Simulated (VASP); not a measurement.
# Sb (Im-3m) in VASP: a series of runs

The runs below take Sb through single point, relaxation of cell and atoms, with PBEsol.

Everything below comes from runs of VASP 6.6.1. Logs are shortened: lines on timing, memory, paths and dates and some standing lists are left out, and cuts for length are marked.

### 1 The cell of the first run

Symmetry: Im-3m, No. 229, cubic system. The conventional cell has a = 3.731 Å, b = 3.731 Å, c = 3.731 Å, α = 90.00°, β = 90.00°, γ = 90.00°. Sb (site symmetry m-3m) has 14 Sb at 3.23 to 3.73 Å within 4.3 Å.

This isn't the form of Sb at room conditions, which is rhombohedral.

### 2 Single point, PBEsol

INCAR

```
SYSTEM = Sb
ALGO     = Normal         ! electronic algorithm
EDIFF    = 1E-6           ! SCF threshold, eV
ENCUT    = 500            ! plane-wave cutoff, eV
GGA      = PS             ! functional
GGA_COMPAT= .False.      
ISIF     = 2              ! what is computed and relaxed
ISMEAR   = -1             ! smearing method
LASPH    = .True.         ! aspherical terms in the spheres
LCHARG   = .False.        ! write CHGCAR
LREAL    = .False.        ! projectors in reciprocal space
LWAVE    = .False.        ! write WAVECAR
NBANDS   = 8              ! bands
NELM     = 120            ! most SCF steps
PREC     = Accurate       ! precision mode
SIGMA    = 0.1            ! smearing width, eV
```

KPOINTS

```
k-points
0
Gamma
  16 16 16
  0 0 0
```

POSCAR

```
Sb
1.0
   -1.8656075420      1.8656075420      1.8656075420
    1.8656075420     -1.8656075420      1.8656075420
    1.8656075420      1.8656075420     -1.8656075420
Sb
1
Direct
    0.0000000000      0.0000000000      0.0000000000
```

Potentials or basis: VASP PAW PBE potentials, release 64 (Sb).

Run with:

```
$ cat potpaw_PBE.64/Sb/POTCAR > POTCAR
$ mpirun -np 1 vasp_std > vasp.out
```

OUTCAR:

```text
SYSTEM = Sb
   EDIFF = 1E-6
   ENCUT = 500
   GGA = PS
   ISIF = 2
   ISMEAR = -1
   LASPH = .True.
   LREAL = .False.
   NELM = 120
   PREC = Accurate

 ion  position               nearest neighbor table
   1  0.000  0.000  0.000-

  LATTYP: Found a body centered cubic cell.
 ALAT       =     3.7312150840

  Lattice vectors:

 A1 = (  -1.8656075420,   1.8656075420,   1.8656075420)
 A2 = (   1.8656075420,  -1.8656075420,   1.8656075420)
 A3 = (   1.8656075420,   1.8656075420,  -1.8656075420)

Analysis of symmetry for initial positions (statically):
=====================================================================
 Subroutine PRICEL returns:
 Original cell was already a primitive cell.

 Routine SETGRP: Setting up the symmetry group for a
 body centered cubic supercell.

 Subroutine GETGRP returns: Found 48 space group operations
 (whereof 48 operations were pure point group operations)
 out of a pool of 48 trial point group operations.

The static configuration has the point symmetry O_h .

Analysis of symmetry for dynamics (positions and initial velocities):
=====================================================================
 Subroutine PRICEL returns:
 Original cell was already a primitive cell.

 Routine SETGRP: Setting up the symmetry group for a
 body centered cubic supercell.

 Subroutine GETGRP returns: Found 48 space group operations
 (whereof 48 operations were pure point group operations)
 out of a pool of 48 trial point group operations.

The dynamic configuration has the point symmetry O_h .

 Subroutine INISYM returns: Found 48 space group operations
 (whereof 48 operations are pure point group operations),
 and found     1 'primitive' translations

----------------------------------------------------------------------------------------

                                     Primitive cell

  volume of cell :      25.9729

  direct lattice vectors                    reciprocal lattice vectors
    -1.865607542  1.865607542  1.865607542     0.000000000  0.268009208  0.268009208
     1.865607542 -1.865607542  1.865607542     0.268009208  0.000000000  0.268009208
     1.865607542  1.865607542 -1.865607542     0.268009208  0.268009208  0.000000000

  length of vectors
     3.231327050  3.231327050  3.231327050     0.379022257  0.379022257  0.379022257

  position of ions in fractional coordinates (direct lattice)
     0.000000000  0.000000000  0.000000000

  ion indices of the primitive-cell ions
   primitive index   ion index
                 1           1

----------------------------------------------------------------------------------------

 KPOINTS: k-points

Automatic generation of k-mesh.
 Grid dimensions read from file:
 generate k-points for:   16   16   16

 Generating k-lattice:

  Cartesian coordinates                     Fractional coordinates (reciprocal lattice)
     0.000000000  0.016750576  0.016750576     0.062500000  0.000000000  0.000000000
     0.016750576  0.000000000  0.016750576     0.000000000  0.062500000  0.000000000
     0.016750576  0.016750576  0.000000000     0.000000000  0.000000000  0.062500000

  Length of vectors
     0.023688891  0.023688891  0.023688891

  Shift w.r.t. Gamma in fractional coordinates (k-lattice)
     0.000000000  0.000000000  0.000000000

 Subroutine IBZKPT returns following result:
 ===========================================

 Found    145 irreducible k-points:

 Following reciprocal coordinates:
            Coordinates               Weight
  0.000000  0.000000  0.000000      1.000000
  0.062500  0.000000  0.000000     12.000000
  0.125000  0.000000  0.000000     12.000000
  0.187500  0.000000  0.000000     12.000000
  0.250000  0.000000  0.000000     12.000000
  0.312500  0.000000  0.000000     12.000000
[... 16 lines left out ...]
  0.187500  0.187500  0.000000     24.000000
  0.250000  0.187500  0.000000     48.000000
 [... further k-points ...]
   k-points           NKPTS =    145   k-points in BZ     NKDIM =    145   number of bands    NBANDS=      8
   number of dos      NEDOS =    301   number of ions     NIONS =      1
   total plane-waves  NPLWV =  13824
   dimension x,y,z NGX =    24 NGY =   24 NGZ =   24
   dimension x,y,z NGXF=    48 NGYF=   48 NGZF=   48
   ions per type =               1
   NGX,Y,Z   is equivalent  to a cutoff of  12.35, 12.35, 12.35 a.u.
   NGXF,Y,Z  is equivalent  to a cutoff of  24.70, 24.70, 24.70 a.u.
 SYSTEM =  Sb
   PREC   = accura    normal or accurate (medium, high low for compatibility)
   ISTART =      0    job   : 0-new  1-cont  2-samecut
   ICHARG =      2    charge: 1-file 2-atom 10-const
   ISPIN  =      1    spin polarized calculation?
   LNONCOLLINEAR =      F non collinear calculations
   LSORBIT =      F    spin-orbit coupling
   LASPH  =      T    aspherical Exc in radial PAW
   ENCUT  =  500.0 eV  36.75 Ry    6.06 a.u.   5.89  5.89  5.89*2*pi/ulx,y,z
   NELM   =    120;   NELMIN=  2; NELMDL= -5     # of ELM steps
   EDIFF  = 0.1E-05   stopping-criterion for ELM
   LREAL  =      F    real-space projection
   EDIFFG = 0.1E-04   stopping-criterion for IOM
   NSW    =      0    number of steps for IOM
   IBRION =     -1    ionic relax: 0-MD 1-quasi-New 2-CG
   NFREE  =      0    steps in history (QN), initial steepest desc. (CG)
   ISIF   =      2    stress and relaxation
   ISYM   =      2    0-nonsym 1-usesym 2-fastsym
   POTIM  = 0.5000    time-step for ionic-motion
   TEBEG  =    0.0;   TEEND  =   0.0 temperature during run
   PSTRESS=    0.0 pullay stress
   NELECT =       5.0000    total number of electrons
   NUPDOWN=      -1.0000    fix difference up-down
   EMIN   =  10.00;   EMAX   =-10.00  energy-range for DOS
   EFERMI =   0.00;   METHOD = LEGACY
   ISMEAR =    -1;   SIGMA  =   0.10  broadening in eV -4-tet -1-fermi 0-gaus
   EFERMI_NEDOS =   21; number of points for ismear=-14 and -15
   IALGO  =     38    algorithm
   IMIX   =      4    mixing-type and parameters
     AMIX     =   0.40;   BMIX     =  1.00
     AMIX_MAG =   1.60;   BMIX_MAG =  1.00
  volume/ion in A,a.u.               =      25.97       175.27
  Fermi-wavevector in a.u.,A,eV,Ry     =   0.945274  1.786310 12.157399  0.893544
  Thomas-Fermi vector in A             =   2.073160
   LORBIT       =      0    0 simple, 1 ext, 2 COOP (PROOUT), +10 PAW based schemes
   GGA     = PS    functional components
   LHFCALC =     F    Hartree Fock is set to
   AEXX    =    0.0000 exact exchange contribution
   IVDW    =     0    specifies the selected vdW correction
   LEPSILON=     F    determine dielectric tensor
   LRPA    =     F    only Hartree local field effects (RPA)
 non-spin polarized calculation
  energy-cutoff  :      500.00
  volume of cell :       25.97
 maximum number of plane-waves:       682
   NGX = 11   NGY = 11   NGZ = 11

 number of electron       4.9999999 magnetization

 Free energy of the ion-electron system (eV)
  ---------------------------------------------------
  ext. energy  EPLUGINS =         0.00000000
  ---------------------------------------------------
  free energy    TOTEN  =        -4.39627225 eV

  energy without entropy =       -4.37524049  energy(sigma->0) =       -4.38575637

 E-fermi :   8.7410     XC(G=0): -10.4877

 val. band max:        8.7132746603   @ k =  -0.4375   0.5000   0.3125
 cond. band min:       8.8024843202   @ k =   0.1250   0.1250   0.0625
 fundamental gap:      0.0892096599
 Fermi energy:         8.7410082371

 k-point     1 :       0.0000    0.0000    0.0000
  band No.  band energies     occupation
      1      -4.3641      2.00000
      2      14.5496      0.00000
      3      14.5496      0.00000
      4      14.5496      0.00000
      5      19.5186      0.00000
      6      19.5186      0.00000
      7      19.5186      0.00000
      8      20.6127      0.00000

 k-point     2 :       0.0625    0.0000    0.0000
  band No.  band energies     occupation
      1      -4.2794      2.00000
      2      13.8599      0.00000
      3      14.2523      0.00000
      4      14.4717      0.00000
      5      18.9218      0.00000
      6      18.9250      0.00000
      7      19.9050      0.00000
      8      20.2116      0.00000

 k-point     3 :       0.1250    0.0000    0.0000
  band No.  band energies     occupation
      1      -4.0256      2.00000
      2      12.2683      0.00000
      3      13.5649      0.00000
      4      14.2464      0.00000
      5      17.9460      0.00000
      6      18.1106      0.00000
      7      19.8916      0.00000
      8      20.5786      0.00000

 k-point     4 :       0.1875    0.0000    0.0000
  band No.  band energies     occupation
      1      -3.6047      2.00000
      2      10.3716      0.00000
      3      12.7726      0.00000
      4      13.9098      0.00000
      5      17.1128      0.00000
      6      17.3980      0.00000
      7      19.8929      0.00000
      8      20.9064      0.00000

 k-point     5 :       0.2500    0.0000    0.0000
  band No.  band energies     occupation
      1      -3.0214      2.00000
      2       8.4441      1.90228
      3      12.0275      0.00000
      4      13.5263      0.00000
      5      16.4501      0.00000
      6      16.8110      0.00000
      7      20.1937      0.00000
      8      21.3364      0.00000
[... 177 lines left out ...]
 k-point    22 :       0.4375    0.1250    0.0000
  band No.  band energies     occupation
      1       0.0878      2.00000
      2       3.2247      2.00000
      3       8.9699      0.18404
      4      11.7403      0.00000
      5      16.1002      0.00000
      6      18.1040      0.00000
      7      21.5915      0.00000
      8      22.3631      0.00000

 k-point    23 :       0.1875    0.1875    0.0000
  band No.  band energies     occupation
      1      -2.1243      2.00000
      2       7.2406      2.00000
      3       9.3342      0.00529
      4      12.2743      0.00000
      5      17.1785      0.00000
      6      18.0661      0.00000
      7      20.8004      0.00000
      8      21.9038      0.00000

 k-point    24 :       0.2500    0.1875    0.0000
  band No.  band energies     occupation
      1      -1.3447      2.00000
      2       5.9555      2.00000
      3       8.3921      1.94077
      4      11.8887      0.00000
      5      17.0574      0.00000
      6      18.4374      0.00000
      7      20.9161      0.00000
      8      22.9657      0.00000

 [... further k-points ...]
[... 5 lines left out ...]
  --------------------------------------------------------------------------------------
  -------------------------------------------------------------------------------------
  Total       -0.0045063     -0.0045063     -0.0045063      0.0000000      0.0000000     -0.0000000
  in kB       -0.2779804     -0.2779804     -0.2779804      0.0000000      0.0000000     -0.0000000
  external PRESSURE =      -0.2779804 kB  Pullay stress =       0.0000000 kB

 VOLUME and BASIS-vectors are now :
 -----------------------------------------------------------------------------
  energy-cutoff  :      500.00
  volume of cell :       25.97
      direct lattice vectors                 reciprocal lattice vectors
    -1.865607542  1.865607542  1.865607542     0.000000000  0.268009208  0.268009208
     1.865607542 -1.865607542  1.865607542     0.268009208  0.000000000  0.268009208
     1.865607542  1.865607542 -1.865607542     0.268009208  0.268009208  0.000000000

 POSITION                                       TOTAL-FORCE (eV/Angst)
 -----------------------------------------------------------------------------------
      0.00000      0.00000      0.00000        -0.000000     -0.000000      0.000000
 -----------------------------------------------------------------------------------
    total drift:                                0.000000      0.000000     -0.000000

  FREE ENERGIE OF THE ION-ELECTRON SYSTEM (eV)
  ---------------------------------------------------
  free  energy   TOTEN  =        -4.3962722536 eV

  energy  without entropy=       -4.3752404886  energy(sigma->0) =       -4.38575637
```

Run time: 6.6 s. Hardware: 1 thread of Intel Xeon 6975P-C (Granite Rapids), shared host; peak memory 0.15 GiB.

What came out:

- Free energy: -4.3963 eV
- Pressure: 0.0 GPa
- Band gap on the k mesh: zero (an odd number of electrons rules out a gap without spin polarisation)

Levels at points of the mesh, in eV from the Fermi level:
```tsv
k point	band 1	band 2	band 3	band 4	band 5	band 6	band 7	band 8
(0.00, 0.00, 0.00)	-13.11	5.81	5.81	5.81	10.78	10.78	10.78	11.87
(0.50, 0.00, 0.00)	-8.85	-5.79	1.81	3.88	6.58	7.03	14.03	15.46
(0.50, 0.50, 0.50)	-5.40	-2.04	-2.04	-2.04	2.92	2.92	17.89	17.89
```

Caveat: the PAW data sets were made with another functional, which shifts forces and pressure a little; spin-orbit coupling is left out, which moves the levels of the heavy elements.

(Continued in part 2 of 2.)
